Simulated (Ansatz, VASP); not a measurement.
**Two plane-wave programs on TiTe2**

File INCAR:

```
SYSTEM = TiTe2
PREC     = Accurate       ! precision mode
ENCUT    = 400            ! plane-wave cutoff, eV
EDIFF    = 1E-6           ! SCF threshold, eV
ISMEAR   = 1              ! smearing method
SIGMA    = 0.1            ! smearing width, eV
LREAL    = .False.        ! projectors in reciprocal space
LASPH    = .True.         ! aspherical terms in the spheres
NELM     = 120            ! most SCF steps
ALGO     = Normal         ! electronic algorithm
ISIF     = 2              ! what is computed and relaxed
LWAVE    = .False.        ! write WAVECAR
LCHARG   = .False.        ! write CHGCAR
LDIPOL   = .True.       
IDIPOL   = 3            
DIPOL    = 0.5 0.5 0.490
GGA      = PE             ! functional
IVDW     = 13             ! dispersion correction
NBANDS   = 33             ! bands
GGA_COMPAT= .False.      
NELMDL   = -8
```

Contents of KPOINTS:

```
Automatic mesh
0
Gamma
  6 6 1
  0 0 0
```

POSCAR

```
TiTe2
1.0
    3.7770000000      0.0000000000      0.0000000000
   -1.8885000000      3.2709780000      0.0000000000
    0.0000000000      0.0000000000     23.2883256000
Ti Te
2 4
Direct
    0.0000000000      0.0000000000      0.2576398193
    0.0000000000      0.0000000000      0.5366637437
    0.6666666667      0.3333333333      0.3309673066
    0.3333333333      0.6666666667      0.4633362563
    0.6666666667      0.3333333333      0.6099912310
    0.3333333333      0.6666666667      0.7423601807
```

Input for Ansatz:

```yaml
crystal:
  lattice:
    - [3.777, 0.0, 0.0]
    - [-1.8885, 3.270978, 0.0]
    - [0.0, -0.0, 23.2883256]
  atoms:
    - { symbol: Ti, position: [0.0, 0.0, 0.25763981932646973] }
    - { symbol: Te, position: [0.6666666666666666, 0.3333333333333333, 0.3309673066405427] }
    - { symbol: Te, position: [0.3333333333333333, 0.6666666666666666, 0.4633362563429635] }
    - { symbol: Ti, position: [0.0, 0.0, 0.5366637436570365] }
    - { symbol: Te, position: [0.6666666666666666, 0.3333333333333333, 0.6099912309711094] }
    - { symbol: Te, position: [0.3333333333333333, 0.6666666666666666, 0.7423601806735303] }
accuracy: medium
basis:
  ecutwfc: 470.0
kpoints:
  mp_grid:
    grid: [6, 6, 1]
hamiltonian:
  xc: pbe
  dispersion: d4
efield:
  axis: 3
  dipole_correction: true
scf:
  occupations:
    method: cold
output:
  write_potential: true
  forces: true
```

Alike in both runs: task single point; functional PBE; dispersion D4; k mesh 6 × 6 × 1; no spin polarisation.

|  | VASP | Ansatz |
| --- | --- | --- |
| version | VASP 6.6.1 | Ansatz 0.2.0 |
| potentials or method | VASP PAW PBE potentials, release 64 (Ti_sv, Te), cutoff 400 eV | plane waves, PAW |
| occupations | methfessel-paxton of order 1, width 0.1 eV | cold |
| valence electrons in the cell | 48 | 88 |

```tsv
	VASP	Ansatz	Ansatz less VASP
gap on the k mesh at the Fermi level (eV)	none	none	-
rms of the force components (eV/Å)	0.321	0.325	+0.0033
```

A gap of «none» marks a metal or a gap that the smearing closes. VASP's potentials hold 48 valence electrons a cell and Ansatz's 88, so a difference there can come from the potentials and not from the codes. Ansatz's warnings: vacuum density over bound, xc potential rough in thin density.

Neither program's run includes spin-orbit coupling.
